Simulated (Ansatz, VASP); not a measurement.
## One calculation of Hf5H, two programs

```
Hf H
1.0
     4.95641    0.00000    0.00000
    -2.47821    4.29238    0.00000
     0.00000    0.00000   21.13284
Hf H
5 1
Direct
  0.66667 0.33333 0.18928
  0.33333 0.66667 0.23715
  0.00000 0.00000 0.27634
  0.66667 0.33333 0.31643
  0.33333 0.66667 0.37065
  0.55556 0.77778 0.52680
```

Alike in both runs: task single point; functional PBE; dispersion D3(BJ); k mesh 6 × 6 × 1; occupations gaussian, width 0.1 eV; no spin polarisation.

|  | VASP | Ansatz |
| --- | --- | --- |
| version | VASP 6.6.1 | Ansatz 0.2.0 |
| potentials or method | VASP PAW PBE potentials, release 64 (Hf_pv, H), cutoff 520 eV | scalar-relativistic, plane waves, PAW |
| valence electrons in the cell | 51 | 131 |

VASP gave:

```
gap on the k mesh at the Fermi level (eV)  : none
rms of the force components (eV/Å)         : 0.468
work function, face that differs most (eV) : 6.59
```

**Question.** What did Ansatz give for the same quantities?

**Answer.** gap on the k mesh at the Fermi level (eV): none; rms of the force components (eV/Å): 0.479; work function, face that differs most (eV): 6.60.

Atom by atom the forces differ by 0.033 eV/Å (rms over components). A gap of «none» marks a metal or a gap that the smearing closes. VASP's potentials hold 51 valence electrons a cell and Ansatz's 131, so a difference there can come from the potentials and not from the codes.

Spin-orbit coupling is off throughout.
